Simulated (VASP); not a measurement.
Si:

```
CELL_PARAMETERS angstrom
0.00000 2.71356 2.71356
2.71356 0.00000 2.71356
2.71356 2.71356 0.00000
ATOMIC_POSITIONS crystal
Si 0.25000 0.25000 0.25000
Si 0.00000 0.00000 0.00000
```

```yaml
Program: VASP 6.6.1
Task: relaxation of cell and atoms
Functional: RPBE
Potentials_or_basis: VASP PAW PBE potentials, release 64 (Si)
Cutoff: 500 eV
k_mesh: 6 × 6 × 6
Occupations: gaussian, width 0.01 eV
Spin: no spin polarisation
```

At the start: pressure 3.7 GPa; volume 19.98 Å³/atom.

Q: How do energy, volume and symmetry change on relaxing?

A: Over 3 steps the energy falls by 8.8 meV/atom and the volume is 20.78 Å³/atom (+4.0 %); space group Fd-3m (No. 227, to 0.1 Å) before and after.

Step by step:
```csv
step,energy change (eV),largest force (eV/Å),pressure (GPa),volume (Å³)
1,0.0000,0.0000,3.66,39.96
2,-0.0101,0.0000,-2.12,42.66
3,-0.0176,0.0000,0.00,41.56
```

Final structure:
```xyz
2
Lattice="0.0000 2.7493 2.7493 2.7493 0.0000 2.7493 2.7493 2.7493 0.0000" Properties=species:S:1:pos:R:3 pbc="T T T"
Si    1.3746    1.3746    1.3746
Si    0.0000    0.0000    0.0000
```

Caveat: the PAW data sets were made with another functional, which shifts forces and pressure a little.
